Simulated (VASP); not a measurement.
A run of VASP 6.6.1 is set up as follows.

File INCAR:

```
SYSTEM = Li
ALGO = Normal ; EDIFF = 1E-6
ENCUT = 520 ; GGA = PE
ISIF = 2 ; ISMEAR = 0
IVDW = 12 ; LASPH = .TRUE.
LCHARG = .TRUE. ; LELF = .TRUE.
LREAL = .FALSE. ; LVHAR = .TRUE.
LWAVE = .FALSE. ; NBANDS = 8
NELM = 100 ; PREC = Accurate
SIGMA = 0.1
```

Contents of KPOINTS:

```
k-points
0
G
  18 18 18
  0 0 0
```

The input POSCAR:

```
Li
1.0
   -1.6104010311      1.6104010311      1.6104010311
    1.6104010311     -1.6104010311      1.6104010311
    1.6104010311      1.6104010311     -1.6104010311
Li
1
Direct
    0.0000000000      0.0000000000      0.0000000000
```

Potentials or basis: VASP PAW PBE potentials, release 64 (Li_sv).

Launch:

```bash
$ cat potpaw_PBE.64/Li_sv/POTCAR > POTCAR
$ mpirun -np 1 vasp_std > vasp.out
```

Q: Predict the dispersion energy per atom.

A: -0.205 eV.
